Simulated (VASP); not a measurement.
Here is a VASP 6.6.1 calculation.

The input INCAR:

```
  PREC = Accurate
  ENCUT = 520
  EDIFF = 1E-6
  ISMEAR = 0
  SIGMA = 0.02
  LREAL = F
  LASPH = T
  NELM = 80
  ALGO = Normal
  ISIF = 2
  LWAVE = F
  LCHARG = T
  GGA = PE
  LELF = T
  LVHAR = T
  NBANDS = 50
```

The input KPOINTS:

```
Automatic mesh
0
Gamma
  8 8 4
```

File POSCAR:

```
Sn3PbO4
1.0
    3.9068796559      0.0000000000      0.0000000000
    0.0000000000      3.9068796559      0.0000000000
    0.0000000000      0.0000000000     10.4021490788
Sn Pb O
3 1 4
Direct
    0.5000000000      0.5000000000      0.1001617022
    0.5000000000      0.5000000000      0.6187903337
    0.0000000000      0.0000000000      0.8794019841
    0.0000000000      0.0000000000      0.3891144221
    0.0000000000      0.5000000000      0.9935191282
    0.0000000000      0.5000000000      0.5127466508
    0.5000000000      0.0000000000      0.9935191282
    0.5000000000      0.0000000000      0.5127466508
```

Potentials or basis: VASP PAW PBE potentials, release 64 (Sn_d, Pb_d, O).

The run is started by

```console
$ cat potpaw_PBE.64/Sn_d/POTCAR potpaw_PBE.64/Pb_d/POTCAR potpaw_PBE.64/O/POTCAR > POTCAR
$ mpirun -np 1 vasp_std > vasp.out
```

(1) Estimate the band gap on the k mesh.

(2) What does it give for the largest force?

(3) Estimate the pressure.

## Answers

(1) 0.82 eV (least direct gap 1.66 eV).

(2) 0.074 eV/Å.

(3) 0.1 GPa.

Caveat: spin-orbit coupling is left out, which moves the levels of the heavy elements.
